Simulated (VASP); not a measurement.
Crystal: Sr.

```
Sr
1.0
     0.00000    2.96615    2.96615
     2.96615    0.00000    2.96615
     2.96615    2.96615    0.00000
Sr
1
Direct
  0.00000 0.00000 0.00000
```

Base run:

```yaml
Program: VASP 6.6.1
Functional: r2SCAN
Potentials_or_basis: VASP PAW PBE potentials, release 64 (Sr_sv)
Cutoff: 520 eV
k_mesh: 9 × 9 × 9
Occupations: fermi-dirac, width 0.05 eV
Spin: no spin polarisation
```

Its results: band gap on the k mesh 0.08 eV, indirect (least direct gap 0.28 eV); pressure 1.1 GPa.

The run is repeated on the same cell with these changes: functional from r2SCAN to PBEsol. What comes out?

Band gap on the k mesh 0.13 eV, indirect (least direct gap 0.22 eV); pressure 0.0 GPa.

Caveats: the PAW data sets were made with another functional, which shifts forces and pressure a little.

A k mesh can miss the band edges.
